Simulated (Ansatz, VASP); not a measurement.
## Two plane-wave programs on AlGa2P3

```
Al Ga P
1.0
     3.86699   -0.06751    0.01248
    -1.99196    3.38768    0.00843
     0.06165    0.08369   19.23362
Al Ga P
2 4 6
Direct
  0.65780 0.31753 0.83511
  0.33593 0.65338 0.33097
  0.67493 0.33528 0.16532
  0.65839 0.31952 0.49556
  0.32940 0.65977 0.99975
  0.32659 0.66740 0.66440
  0.70547 0.34708 0.29373
  0.68981 0.34452 0.62524
  0.63642 0.31898 0.95691
  0.32456 0.68125 0.12581
  0.34504 0.67911 0.46313
  0.31567 0.67618 0.79208
```

Change from the starting cell: cell x1, atoms moved at random (sigma 0.05 Å) and cell strained at random (1.5 %), then relaxed without symmetry.

Alike in both runs: task relaxation of cell and atoms; functional PBE; k mesh 6 × 6 × 1; occupations gaussian, width 0.1 eV; no spin polarisation.

|  | VASP | Ansatz |
| --- | --- | --- |
| version | VASP 6.6.1 | Ansatz 0.2.0 |
| potentials or method | VASP PAW PBE potentials, release 64 (Al, Ga_d, P), cutoff 600 eV | scalar-relativistic, plane waves, PAW |
| valence electrons in the cell | 88 | 88 |

```csv
,VASP,Ansatz,Ansatz less VASP
"gap on the k mesh at the Fermi level, each at its own relaxed structure (eV)",1.41,1.42,+0.011
relaxed volume (Å³/atom),20.87,20.89,+0.020
relaxed length of the cell vector where the two differ most in proportion (Å),19.170,19.183,+0.0133
```
